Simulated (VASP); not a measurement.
A run of VASP 6.6.1 is set up as follows.

File POSCAR:

```
InF3
1.0
    1.4175640000     -4.4351290000      0.0000000000
    0.0000000000      2.4441040000     -3.9631030000
    6.2293130000      4.4351290000      0.0000000000
F In
6 2
Direct
    0.8333000000      0.7500000000      0.7500000000
    0.2500000000      0.3333000000      0.7500000000
    0.6667000000      0.1667000000      0.7500000000
    0.1667000000      0.2500000000      0.2500000000
    0.7500000000      0.6667000000      0.2500000000
    0.3333000000      0.8333000000      0.2500000000
    0.0000000000      0.0000000000      0.0000000000
    0.5000000000      0.5000000000      0.5000000000
```

The input INCAR.step1:

```
SYSTEM = InF3
PREC = Accurate ; ENCUT = 520
ISMEAR = -1 ; SIGMA = 0.1
LREAL = .False. ; LASPH = .True.
NELM = 60 ; NBANDS = 44
GGA = PE ; ALGO = Normal
EDIFF = 1E-4 ; LWAVE = .True.
LCHARG = .False.
```

File INCAR.step2:

```
SYSTEM = InF3
PREC = Accurate ; ENCUT = 520
EDIFF = 1E-7 ; ISMEAR = -1
SIGMA = 0.1 ; LREAL = .False.
LASPH = .True. ; NELM = 60
ALGO = Normal ; ISIF = 2
LWAVE = .False. ; LCHARG = .True.
METAGGA = R2SCAN ; LMIXTAU = .True.
IVDW = 13 ; VDW_S6 = 1.0
VDW_S8 = 0.6018749 ; VDW_A1 = 0.51559235
VDW_A2 = 5.77342911 ; LELF = .True.
LVHAR = .True. ; NBANDS = 44
ISTART = 1
```

Contents of KPOINTS:

```
regular mesh
0
Gamma
  5 5 5
  0 0 0
```

Potentials or basis: VASP PAW PBE potentials, release 64 (F, In_d).

Run with:

```sh
$ cat potpaw_PBE.64/F/POTCAR potpaw_PBE.64/In_d/POTCAR > POTCAR
$ cp INCAR.step1 INCAR
$ mpirun -np 1 vasp_std > vasp.out
$ cp INCAR.step2 INCAR
$ mpirun -np 1 vasp_std > vasp.out
```

Problem. Predict the pressure.

Solution. -11.3 GPa.

Problem. What does it give for the largest force?

Solution. 0.488 eV/Å.

Stress tensor (GPa, compression positive):
```
-39.32 -14.46  -8.92
-14.46   1.29  -2.85
 -8.92  -2.85   4.16
```

Caveat: the cell stands under tension; the PAW data sets were made with another functional, which shifts forces and pressure a little.
